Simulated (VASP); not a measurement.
# Tl (P6_3/mmc) in VASP: notebook

Runs on Tl. Level: PBEsol. Tasks: single point, relaxation of cell and atoms.

Everything below comes from runs of VASP 6.6.1. Logs are shortened: lines on timing, memory, paths and dates and some standing lists are left out, and cuts for length are marked.

**1. The cell of the first run**

It takes space group P6_3/mmc (No. 194, hexagonal). Conventional cell: a = 3.459 Å, b = 3.459 Å, c = 5.521 Å, α = 90.00°, β = 90.00°, γ = 120.00°. Tl (site symmetry -6m2) has 12 Tl at 3.41 to 3.46 Å within 4.5 Å.

**2. Single point, PBEsol**

File INCAR:

```
PREC = Accurate
ENCUT = 520
EDIFF = 1E-7
ISMEAR = -1
SIGMA = 0.05
LREAL = F
LASPH = T
NELM = 80
ALGO = Normal
ISIF = 2
LWAVE = F
LCHARG = F
GGA = PS
NBANDS = 20
```

File KPOINTS:

```
Automatic mesh
0
Gamma
  17 17 9
```

File POSCAR:

```
Tl
1.0
    3.4593843562      0.0000000000      0.0000000000
   -1.7296921781      2.9959147340      0.0000000000
    0.0000000000      0.0000000000      5.5206385324
Tl
2
Direct
    0.3333333333      0.6666666667      0.2500000000
    0.6666666667      0.3333333333      0.7500000000
```

Potentials or basis: VASP PAW PBE potentials, release 64 (Tl_d).

The run is started by

```bash
> cat potpaw_PBE.64/Tl_d/POTCAR > POTCAR
> mpirun -np 1 vasp_std > vasp.out
```

OUTCAR:

```text
PREC = Accurate
   ENCUT = 520
   EDIFF = 1E-7
   ISMEAR = -1
   LREAL = F
   LASPH = T
   NELM = 80
   ISIF = 2
   GGA = PS

 ion  position               nearest neighbor table
   1  0.333  0.667  0.250-   2 3.41   2 3.41   2 3.41   2 3.41   2 3.41   2 3.41
   2  0.667  0.333  0.750-   1 3.41   1 3.41   1 3.41   1 3.41   1 3.41   1 3.41

  LATTYP: Found a hexagonal cell.
 ALAT       =     3.4593843562
 C/A-ratio  =     1.5958442208

  Lattice vectors:

 A1 = (   3.4593843562,   0.0000000000,   0.0000000000)
 A2 = (  -1.7296921781,   2.9959147340,   0.0000000000)
 A3 = (   0.0000000000,   0.0000000000,   5.5206385324)

Analysis of symmetry for initial positions (statically):
=====================================================================
 Subroutine PRICEL returns:
 Original cell was already a primitive cell.

 Routine SETGRP: Setting up the symmetry group for a
 hexagonal supercell.

 Subroutine GETGRP returns: Found 24 space group operations
 (whereof 12 operations were pure point group operations)
 out of a pool of 24 trial point group operations.

The static configuration has the point symmetry D_3d.
 The point group associated with its full space group is D_6h.

Analysis of symmetry for dynamics (positions and initial velocities):
=====================================================================
 Subroutine PRICEL returns:
 Original cell was already a primitive cell.

 Routine SETGRP: Setting up the symmetry group for a
 hexagonal supercell.

 Subroutine GETGRP returns: Found 24 space group operations
 (whereof 12 operations were pure point group operations)
 out of a pool of 24 trial point group operations.

The dynamic configuration has the point symmetry D_3d.
 The point group associated with its full space group is D_6h.

 Subroutine INISYM returns: Found 24 space group operations
 (whereof 12 operations are pure point group operations),
 and found     1 'primitive' translations

----------------------------------------------------------------------------------------

                                     Primitive cell

  volume of cell :      57.2160

  direct lattice vectors                    reciprocal lattice vectors
     3.459384356  0.000000000  0.000000000     0.289068776  0.166893935  0.000000000
    -1.729692178  2.995914734  0.000000000     0.000000000  0.333787871  0.000000000
     0.000000000  0.000000000  5.520638532     0.000000000  0.000000000  0.181138467

  length of vectors
[... 72 lines left out ...]
 SYSTEM =  unknown system
   PREC   = accura    normal or accurate (medium, high low for compatibility)
   ISTART =      0    job   : 0-new  1-cont  2-samecut
   ICHARG =      2    charge: 1-file 2-atom 10-const
   ISPIN  =      1    spin polarized calculation?
   LNONCOLLINEAR =      F non collinear calculations
   LSORBIT =      F    spin-orbit coupling
   LASPH  =      T    aspherical Exc in radial PAW
   ENCUT  =  520.0 eV  38.22 Ry    6.18 a.u.   6.43  6.43 10.26*2*pi/ulx,y,z
   NELM   =     80;   NELMIN=  2; NELMDL= -5     # of ELM steps
   EDIFF  = 0.1E-06   stopping-criterion for ELM
   LREAL  =      F    real-space projection
   EDIFFG = 0.1E-05   stopping-criterion for IOM
   NSW    =      0    number of steps for IOM
   IBRION =     -1    ionic relax: 0-MD 1-quasi-New 2-CG
   NFREE  =      0    steps in history (QN), initial steepest desc. (CG)
   ISIF   =      2    stress and relaxation
   ISYM   =      2    0-nonsym 1-usesym 2-fastsym
   POTIM  = 0.5000    time-step for ionic-motion
   TEBEG  =    0.0;   TEEND  =   0.0 temperature during run
   PSTRESS=    0.0 pullay stress
   NELECT =      26.0000    total number of electrons
   NUPDOWN=      -1.0000    fix difference up-down
   EMIN   =  10.00;   EMAX   =-10.00  energy-range for DOS
   EFERMI =   0.00;   METHOD = LEGACY
   ISMEAR =    -1;   SIGMA  =   0.05  broadening in eV -4-tet -1-fermi 0-gaus
   EFERMI_NEDOS =   21; number of points for ismear=-14 and -15
   IALGO  =     38    algorithm
   IMIX   =      4    mixing-type and parameters
     AMIX     =   0.40;   BMIX     =  1.00
     AMIX_MAG =   1.60;   BMIX_MAG =  1.00
  volume/ion in A,a.u.               =      28.61       193.06
  Fermi-wavevector in a.u.,A,eV,Ry     =   1.258616  2.378440 21.553200  1.584115
  Thomas-Fermi vector in A             =   2.392217
   LORBIT       =      0    0 simple, 1 ext, 2 COOP (PROOUT), +10 PAW based schemes
   GGA     = PS    functional components
   LHFCALC =     F    Hartree Fock is set to
   AEXX    =    0.0000 exact exchange contribution
   IVDW    =     0    specifies the selected vdW correction
   LEPSILON=     F    determine dielectric tensor
   LRPA    =     F    only Hartree local field effects (RPA)
 non-spin polarized calculation
  energy-cutoff  :      520.00
  volume of cell :       57.22
 maximum number of plane-waves:      1564
 NGX is ok and might be reduce to    28
   NGX = 13   NGY = 13   NGZ = 21

 number of electron      26.0000003 magnetization

 Free energy of the ion-electron system (eV)
  ---------------------------------------------------
  ext. energy  EPLUGINS =         0.00000000
  ---------------------------------------------------
  free energy    TOTEN  =        -5.26443069 eV

  energy without entropy =       -5.25658808  energy(sigma->0) =       -5.26050938

 E-fermi :   6.3642     XC(G=0): -10.3643

 val. band max:        6.3140774754   @ k =   0.2941  -0.0000   0.2222
 cond. band min:       6.3839011500   @ k =   0.2353   0.0000   0.2222
 fundamental gap:      0.0698236747
 Fermi energy:         6.3641513690

 k-point     1 :       0.0000    0.0000    0.0000
  band No.  band energies     occupation
      1      -5.3660      2.00000
      2      -5.1292      2.00000
      3      -5.1121      2.00000
      4      -5.1121      2.00000
      5      -5.0577      2.00000
      6      -5.0577      2.00000
[... 541 lines left out ...]
     19      15.4125      0.00000
     20      17.9128      0.00000

 [... further k-points ...]
[... 5 lines left out ...]
  --------------------------------------------------------------------------------------
  -------------------------------------------------------------------------------------
  Total       -0.0238888     -0.0238888     -0.0251417      0.0000000      0.0000000      0.0000000
  in kB       -0.6689395     -0.6689395     -0.7040240      0.0000000      0.0000000      0.0000000
  external PRESSURE =      -0.6806343 kB  Pullay stress =       0.0000000 kB

 VOLUME and BASIS-vectors are now :
 -----------------------------------------------------------------------------
  energy-cutoff  :      520.00
  volume of cell :       57.22
      direct lattice vectors                 reciprocal lattice vectors
     3.459384356  0.000000000  0.000000000     0.289068776  0.166893935  0.000000000
    -1.729692178  2.995914734  0.000000000     0.000000000  0.333787871  0.000000000
     0.000000000  0.000000000  5.520638532     0.000000000  0.000000000  0.181138467

 POSITION                                       TOTAL-FORCE (eV/Angst)
 -----------------------------------------------------------------------------------
     -0.00000      1.99728      1.38016         0.000000      0.000000      0.000000
      1.72969      0.99864      4.14048        -0.000000     -0.000000      0.000000
 -----------------------------------------------------------------------------------
    total drift:                                0.000000     -0.000000      0.000000

  FREE ENERGIE OF THE ION-ELECTRON SYSTEM (eV)
  ---------------------------------------------------
  free  energy   TOTEN  =        -5.2644306926 eV

  energy  without entropy=       -5.2565880764  energy(sigma->0) =       -5.26050938
```

OSZICAR:

```text
N       E                     dE             d eps       ncg     rms          rms(c)
DAV:   1     0.131058958299E+03    0.13106E+03   -0.14153E+04  6608   0.123E+03
DAV:   2    -0.273004368361E+01   -0.13379E+03   -0.13119E+03  7236   0.277E+02
DAV:   3    -0.532425011228E+01   -0.25942E+01   -0.25848E+01  7640   0.338E+01
DAV:   4    -0.533942286674E+01   -0.15173E-01   -0.15172E-01  7072   0.282E+00
DAV:   5    -0.533962992264E+01   -0.20706E-03   -0.20705E-03  7352   0.326E-01    0.303E+00
DAV:   6    -0.527618943333E+01    0.63440E-01   -0.10903E-01  6972   0.257E+00    0.213E+00
DAV:   7    -0.526526843543E+01    0.10921E-01   -0.40291E-02  7160   0.154E+00    0.841E-01
DAV:   8    -0.526442666254E+01    0.84177E-03   -0.25016E-03  6984   0.382E-01    0.481E-02
DAV:   9    -0.526442853446E+01   -0.18719E-05   -0.15792E-05  7408   0.341E-02    0.134E-02
DAV:  10    -0.526443063796E+01   -0.21035E-05   -0.24072E-06  7240   0.135E-02    0.134E-03
DAV:  11    -0.526443069265E+01   -0.54683E-07   -0.15622E-07  4648   0.273E-03
   1 F= -.52644307E+01 E0= -.52605094E+01  d E =-.784262E-02
```

Wall time 51 s (1 thread of AMD EPYC 9R45 (Zen 5), shared host); peak memory 0.25 GiB.

What came out:

| Property | Result |
| --- | --- |
| Free energy | -5.2644 eV |
| Pressure | -0.1 GPa |
| Band gap on the k mesh | zero (bands 13 and 14 overlap by 4.66 eV) |

Levels at points of the mesh, in eV from the Fermi level:
```
           k point  band 10  band 11  band 12  band 13  band 14  band 15  band 16  band 17
(0.00, 0.00, 0.00)   -11.02   -10.05    -5.08    -2.85     7.96     7.96    10.05    10.05
```

Caveat: the PAW data sets were made with another functional, which shifts forces and pressure a little; spin-orbit coupling is left out, which moves the levels of the heavy elements.

**3. Single point, PBEsol**

File INCAR:

```
SYSTEM = Tl
PREC     = Accurate       ! precision mode
ENCUT    = 520            ! plane-wave cutoff, eV
EDIFF    = 1E-7           ! SCF threshold, eV
ISMEAR   = -1             ! smearing method
SIGMA    = 0.05           ! smearing width, eV
LREAL    = .FALSE.        ! projectors in reciprocal space
LASPH    = .TRUE.         ! aspherical terms in the spheres
NELM     = 60             ! most SCF steps
ALGO     = Normal         ! electronic algorithm
ISIF     = 2              ! what is computed and relaxed
LWAVE    = .FALSE.        ! write WAVECAR
LCHARG   = .TRUE.         ! write CHGCAR
GGA      = PS             ! functional
LELF     = .TRUE.         ! ELF
LVHAR    = .TRUE.       
NBANDS   = 20             ! bands
```

File KPOINTS:

```
regular mesh
0
G
  17 17 9
  0 0 0
```

POSCAR is that of step 2.

Potentials or basis: VASP PAW PBE potentials, release 64 (Tl_d).

The run is started by

```bash
> cat potpaw_PBE.64/Tl_d/POTCAR > POTCAR
> mpirun -np 1 vasp_std > vasp.out
```

It took 51 s on 1 thread of AMD EPYC 9R45 (Zen 5), shared host; peak memory 0.25 GiB.

The run converged. Its results:

* Free energy: -5.2644 eV
* Pressure: -0.1 GPa
* Band gap on the k mesh: zero (bands 13 and 14 overlap by 4.66 eV)

Levels at points of the mesh, in eV from the Fermi level:
```csv
k point,band 9,band 10,band 11,band 12,band 13,band 14,band 15,band 16,band 17,band 18
"(0.00, 0.00, 0.00)",-11.02,-11.02,-10.05,-5.08,-2.85,7.96,7.96,10.05,10.05,10.26
```

Caveat: the PAW data sets were made with another functional, which shifts forces and pressure a little; spin-orbit coupling is left out, which moves the levels of the heavy elements.

**4. Relaxation of cell and atoms, PBEsol**

This run uses another cell than the first one, of 28.04 Å³/atom.

File INCAR:

```
PREC = Accurate
ENCUT = 600
EDIFF = 1E-6
ISMEAR = -1
SIGMA = 0.05
LREAL = F
LASPH = T
NELM = 60
ALGO = Normal
ISIF = 3
LWAVE = F
LCHARG = F
GGA = PS
IBRION = 2
NSW = 100
EDIFFG = -0.003
```

File KPOINTS:

```
regular mesh
0
Gamma
  17 17 9
```

File POSCAR:

```
Tl
1.0
    3.4380000000      0.0000000000      0.0000000000
   -1.7190000000      2.9773953382      0.0000000000
    0.0000000000      0.0000000000      5.4780000000
Tl
2
Direct
    0.3333333333      0.6666666667      0.2500000000
    0.6666666667      0.3333333333      0.7500000000
```

The run is started by

```bash
> cat potpaw_PBE.64/Tl_d/POTCAR > POTCAR
> mpirun -np 1 vasp_std > vasp.out
```

Wall time 2.1 min (1 thread of AMD EPYC 9R45 (Zen 5), shared host); peak memory 0.28 GiB.

The run converged. Its results:

```
Free energy                           : -5.2643 eV
Relaxed volume                        : 28.61 Å³/atom
Relaxed cell                          : a = 3.460 Å, b = 3.460 Å, c = 5.519 Å, α = 90.00°, β = 90.00°, γ = 120.00°
Space group after relaxing (to 0.1 Å) : P6_3/mmc (No. 194)
Energy gained by relaxing             : 1.4 meV/atom
Ionic steps                           : 5
Pressure after relaxing               : 0.0 GPa
Band gap on the k mesh                : zero (bands 13 and 14 overlap by 4.67 eV)
```

The path:
| step | energy change (eV) | largest force (eV/Å) | pressure (GPa) | volume (Å³) |
| --- | --- | --- | --- | --- |
| 1 | 0.0000 | 0.0000 | 0.77 | 56.07 |
| 2 | -0.0027 | 0.0000 | 0.02 | 57.18 |
| 3 | -0.0027 | 0.0000 | 0.03 | 57.21 |
| 4 | -0.0027 | 0.0000 | 0.01 | 57.21 |
| 5 | -0.0027 | 0.0000 | 0.00 | 57.21 |

Final structure:
```xyz
2
Lattice="3.4597 0.0000 0.0000 -1.7298 2.9962 0.0000 0.0000 0.0000 5.5193" Properties=species:S:1:pos:R:3 pbc="T T T"
Tl    0.0000    1.9974    1.3798
Tl    1.7298    0.9987    4.1395
```

Levels at points of the mesh, in eV from the Fermi level:
| k point | band 10 | band 11 | band 12 | band 13 | band 14 | band 15 | band 16 | band 17 |
| --- | --- | --- | --- | --- | --- | --- | --- | --- |
| (0.00, 0.00, 0.00) | -11.02 | -10.05 | -5.08 | -2.85 | 7.95 | 7.95 | 10.04 | 10.04 |

Caveat: the PAW data sets were made with another functional, which shifts forces and pressure a little; spin-orbit coupling is left out, which moves the levels of the heavy elements. Zero-point motion and thermal expansion aren't in these numbers.

The gap in the log of VASP goes by the Fermi energy; the results here count the filled bands.